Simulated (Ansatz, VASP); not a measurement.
## One calculation of Zn, two programs

```
Zn
1.0
    -1.44541    1.50564    1.52566
     1.44541   -1.50564    1.52566
     1.44541    1.50564   -1.52566
Zn
1
Cartesian
  0.0000 0.0000 0.0000
```

Change from the starting cell: normal strain along x -0.0400, normal strain along z +0.0133.

Alike in both runs: task single point; functional LDA; k mesh 20 × 20 × 20; occupations gaussian, width 0.15 eV; no spin polarisation.

```csv
,VASP,Ansatz
version,VASP 6.6.1,Ansatz 0.2.0
potentials or method,"VASP PAW LDA potentials, release 64 (Zn), cutoff 520 eV","scalar-relativistic, plane waves, PAW"
valence electrons in the cell,12,12
```

VASP gave:

```
gap on the k mesh at the Fermi level (eV)                     : none
pressure (GPa)                                                : 3.6
traceless stress, the component that is largest in VASP (GPa) : -2.00
```

Problem. Which values does Ansatz return?

Solution. gap on the k mesh at the Fermi level (eV): none; pressure (GPa): 2.9; traceless stress, the component that is largest in VASP (GPa): -2.04.

LDA's correlation is that of Perdew and Zunger in VASP and of Perdew and Wang (1992) in Ansatz. A gap of «none» marks a metal or a gap that the smearing closes.
